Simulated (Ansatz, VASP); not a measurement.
As: VASP beside Ansatz

The input INCAR:

```
SYSTEM = As
  PREC = Accurate
  ENCUT = 520
  EDIFF = 1E-6
  ISMEAR = -1
  SIGMA = 0.05
  LREAL = .FALSE.
  LASPH = .TRUE.
  NELM = 60
  ALGO = Normal
  ISIF = 2
  LWAVE = .FALSE.
  LCHARG = .FALSE.
  GGA = PE
  NBANDS = 8
```

KPOINTS

```
regular mesh
0
G
  16 16 16
  0 0 0
```

Contents of POSCAR:

```
As
1.0
   -1.6554340464      1.6554340464      1.6554340464
    1.6554340464     -1.6554340464      1.6554340464
    1.6554340464      1.6554340464     -1.6554340464
As
1
Direct
    0.0000000000      0.0000000000      0.0000000000
```

Input for Ansatz:

```yaml
crystal:
  lattice:
    - [-1.6554340464, 1.6554340464, 1.6554340464]
    - [1.6554340464, -1.6554340464, 1.6554340464]
    - [1.6554340464, 1.6554340464, -1.6554340464]
  atoms:
    - { symbol: As, position: [0.0, 0.0, 0.0] }
kpoints:
  mp_grid: { grid: [16, 16, 16] }
scf:
  occupations: { method: fermi_dirac, width: 0.05 }
hamiltonian:
  xc: pbe
  pseudopotentials: { kind: all_electron, lapw: { basis_error: 0.001 } }
output:
  forces: true
  stress: true
  eigenvalues: true
  populations: true
```

Change from the starting cell: volume scaled by 0.95, LAPW.

Alike in both runs: task single point; functional PBE; k mesh 16 × 16 × 16; occupations fermi-dirac, width 0.05 eV; no spin polarisation.

```csv
,VASP,Ansatz
version,VASP 6.6.1,Ansatz 0.2.0
potentials or method,"VASP PAW PBE potentials, release 64 (As), cutoff 520 eV","all-electron LAPW, scalar-relativistic"
```

|  | VASP | Ansatz | Ansatz less VASP |
| --- | --- | --- | --- |
| pressure (GPa) | 4.5 | 4.4 | -0.10 |

Ansatz ran all-electron here, and VASP with PAW potentials.
